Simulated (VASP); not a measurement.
Set up this calculation in VASP 6.6.1, as the native input.

```
Task                   : single point
Functional             : PBEsol
Potentials or basis    : VASP PAW PBE potentials, release 64 (Sn_d)
Cutoff                 : 520 eV
k mesh                 : 11 × 11 × 11
Occupations            : fermi-dirac, width 0.05 eV
Spin                   : no spin polarisation
Dipole correction      : no
Further INCAR settings : ALGO = Normal; EDIFF = 1e-06; NBANDS = 13
```

The structure of Sn lies in POSCAR:

```
Sn
1.0
   -1.7492592239      1.7989121400      2.3691131866
    1.7492592239     -1.7989121400      2.3691131866
    1.7492592239      1.7989121400     -2.3691131866
Sn
1
Direct
    0.0000000000      0.0000000000      0.0000000000
```

One way to write it, as run:

INCAR

```
PREC = Accurate
ENCUT = 520
EDIFF = 1E-6
ISMEAR = -1
SIGMA = 0.05
LREAL = F
LASPH = T
NELM = 80
ALGO = Normal
ISIF = 2
LWAVE = F
LCHARG = F
GGA = PS
NBANDS = 13
```

KPOINTS

```
Automatic mesh
0
Gamma
  11 11 11
```

Potentials or basis: VASP PAW PBE potentials, release 64 (Sn_d).

The run is started by

```sh
$ cat potpaw_PBE.64/Sn_d/POTCAR > POTCAR
$ mpirun -np 1 vasp_std > vasp.out
```

Results of the run:

The pressure is -5.0 GPa and the band gap on the k mesh is zero (band 7 reaches 13.63 eV, above the bottom of band 8 at 5.24 eV).

Caveat: the PAW data sets were made with another functional, which shifts forces and pressure a little; spin-orbit coupling is left out, which moves the levels of the heavy elements.

It took 33 s on 1 thread of Intel(R) Xeon(R) Platinum 8559C (Emerald Rapids) (shared host), peak memory 0.21 GiB.
